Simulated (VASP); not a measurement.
SrO (lda): single point with LDA

The system is SrO (lda).

```
Sr O
1.0
     0.00000    2.53218    2.53218
     2.53218    0.00000    2.53218
     2.53218    2.53218    0.00000
Sr O
1 1
Direct
  0.00000 0.00000 0.00000
  0.50000 0.50000 0.50000
```

```yaml
Program: VASP 6.6.1
Task: single point
Functional: LDA
Potentials_or_basis: VASP PAW LDA potentials, release 64 (Sr_sv, O)
Cutoff: 600 eV
k_mesh: 6 × 6 × 6
Occupations: gaussian, width 0.01 eV
Spin: no spin polarisation
```

* Pressure: 0.7 GPa
* Band gap on the k mesh: 3.06 eV, indirect (least direct gap 3.11 eV)

Levels at points of the mesh, in eV from the valence-band top:
```csv
k point,band 5,band 6,band 7,band 8,band 9,band 10,band 11,band 12
"(0.00, 0.00, 0.00)",-13.61,0.00,0.00,0.00,4.13,6.20,6.20,6.20
"(0.50, 0.00, 0.00)",-12.29,-2.33,-1.25,-1.25,6.64,8.63,9.07,9.07
"(0.50, 0.50, 0.00)",-14.05,-0.34,-0.05,-0.05,3.06,8.11,10.49,10.58
```

Run time: 15 s on 1 thread of AMD EPYC 7R43 64-Core Processor (Zen 3), with other jobs on the host, peak memory 0.12 GiB.

A k mesh can miss the band edges. Expect the measured gap to be larger: semilocal functionals such as LDA lack the derivative discontinuity.
